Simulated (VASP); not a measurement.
The system is YBe.

```
Y Be
1.0
     3.11962    0.00000    0.00000
     0.00000    3.11962    0.00000
     0.00000    0.00000    8.07769
Y Be
2 2
Direct
  0.50000 0.00000 0.68126
  0.00000 0.50000 0.31874
  0.50000 0.00000 0.06031
  0.00000 0.50000 0.93969
```

```yaml
Program: VASP 6.6.1
Task: relaxation of cell and atoms
Functional: PBE
Potentials_or_basis: VASP PAW PBE potentials, release 64 (Y_sv, Be)
Cutoff: 600 eV
k_mesh: 14 × 14 × 6
Occupations: gaussian, width 0.1 eV
Spin: no spin polarisation
```

At the start: pressure -0.2 GPa; volume 19.65 Å³/atom.

**Question.** Where does the relaxation end?

**Answer.** Over 7 steps the energy falls by 2.1 meV/atom and the volume is 19.63 Å³/atom (-0.1 %); space group P4/nmm (No. 129, to 0.1 Å) before and after.

The path:
```tsv
step	energy change (eV)	largest force (eV/Å)	pressure (GPa)	volume (Å³)
1	0.0000	0.1248	-0.23	78.61
2	-0.0050	0.0828	0.09	78.29
3	-0.0064	0.0697	0.38	78.01
4	-0.0078	0.0415	0.03	78.52
5	-0.0079	0.0325	-0.08	78.68
6	-0.0082	0.0213	-0.04	78.61
7	-0.0084	0.0075	0.00	78.53
```

Final structure:
```cif
data_structure
_symmetry_space_group_name_H-M 'P 1'
_symmetry_Int_Tables_number 1
_cell_length_a 3.1339
_cell_length_b 3.1339
_cell_length_c 7.9960
_cell_angle_alpha 90.000
_cell_angle_beta 90.000
_cell_angle_gamma 90.000
_cell_volume 78.53
loop_
_atom_site_label
_atom_site_type_symbol
_atom_site_fract_x
_atom_site_fract_y
_atom_site_fract_z
_atom_site_occupancy
Y1 Y 0.50000 0.00000 0.68377 1
Y2 Y 0.00000 0.50000 0.31623 1
Be1 Be 0.50000 0.00000 0.05774 1
Be2 Be 0.00000 0.50000 0.94226 1
```
